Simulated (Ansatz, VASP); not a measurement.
**One calculation of PbF2, two programs**

Contents of POSCAR:

```
PbF2
1.0
    0.0000000000      2.9636600000      2.9636600000
    2.9636600000      0.0000000000      2.9636600000
    2.9636600000      2.9636600000      0.0000000000
Pb F
1 2
Direct
    0.0000000000      0.0000000000      0.0000000000
    0.7500000000      0.7500000000      0.7500000000
    0.2500000000      0.2500000000      0.2500000000
```

Contents of INCAR.step1:

```
PREC = Accurate
ENCUT = 520
EDIFF = 1E-5
ISMEAR = -1
SIGMA = 0.05
LREAL = F
LASPH = T
NELM = 120
ALGO = Normal
ISIF = 2
LWAVE = T
NBANDS = 21
GGA = PE
GGA_COMPAT = F
```

INCAR.step2

```
PREC = Accurate
ENCUT = 520
EDIFF = 1E-6
ISMEAR = -1
SIGMA = 0.05
LREAL = F
LASPH = T
NELM = 120
ALGO = Normal
ISIF = 2
LWAVE = F
LCHARG = T
GGA = PE
LHFCALC = T
AEXX = 0.25
HFSCREEN = 0.3
PRECFOCK = Normal
LELF = T
LVHAR = T
NBANDS = 21
ISTART = 1
GGA_COMPAT = F
```

Contents of KPOINTS:

```
Automatic mesh
0
Gamma
  4 4 4
```

Contents of input.yaml:

```yaml
crystal:
  lattice:
    - [0.0, 2.96366, 2.96366]
    - [2.96366, 0.0, 2.96366]
    - [2.96366, 2.96366, 0.0]
  atoms:
    - { symbol: Pb, position: [0.0, 0.0, 0.0] }
    - { symbol: F, position: [0.75, 0.75, 0.75] }
    - { symbol: F, position: [0.25, 0.25, 0.25] }
hamiltonian:
  xc: { exchange: pbe, correlation: pbe, exx: { coeff: 0.25, omega: 0.3 } }
  pseudopotentials: { kind: paw }
kpoints:
  mp_grid: { grid: [4, 4, 4] }
  band_path:
    path:
      - [[0.0, 0.0, 0.0], [0.5, 0.0, 0.5], [0.5, 0.25, 0.75], [0.375, 0.375, 0.75], [0.0, 0.0, 0.0], [0.5, 0.5, 0.5], [0.625, 0.25, 0.625], [0.5, 0.25, 0.75], [0.5, 0.5, 0.5], [0.375, 0.375, 0.75]]
      - [[0.625, 0.25, 0.625], [0.5, 0.0, 0.5]]
    npoints: 4
scf:
  occupations: { method: fermi_dirac, width: 0.05 }
  n_extra_bands: 7
output:
  forces: true
  stress: true
  eigenvalues: true
  fatbands: false
```

Alike in both runs: functional PBE-based screened hybrid with a share of 0.25 of exact exchange and HFSCREEN = 0.3; k mesh 4 × 4 × 4; occupations fermi-dirac, width 0.05 eV; no spin polarisation.

|  | VASP | Ansatz |
| --- | --- | --- |
| version | VASP 6.6.1 | Ansatz 0.2.0 |
| potentials or method | VASP PAW PBE potentials, release 64 (Pb_d, F) | Ansatz PAW |
| plane-wave cutoff (eV) | 520 | 420 |
| valence electrons in the cell | 28 | 28 |
| task | single point | band structure |

```csv
,VASP,Ansatz,Ansatz less VASP
gap on the k mesh at the Fermi level (eV),5.49,5.50,+0.008
least direct gap on the mesh (eV),5.63,5.63,+0.006
pressure (GPa),0.9,1.0,+0.09
```

VASP's potentials were made for PBE, not for PBE-based screened hybrid. The functional is the same, so the differences come from potentials, cutoffs and numerics.

The k mesh is coarse, so the values compare programs but aren't converged. Spin-orbit coupling is off throughout.
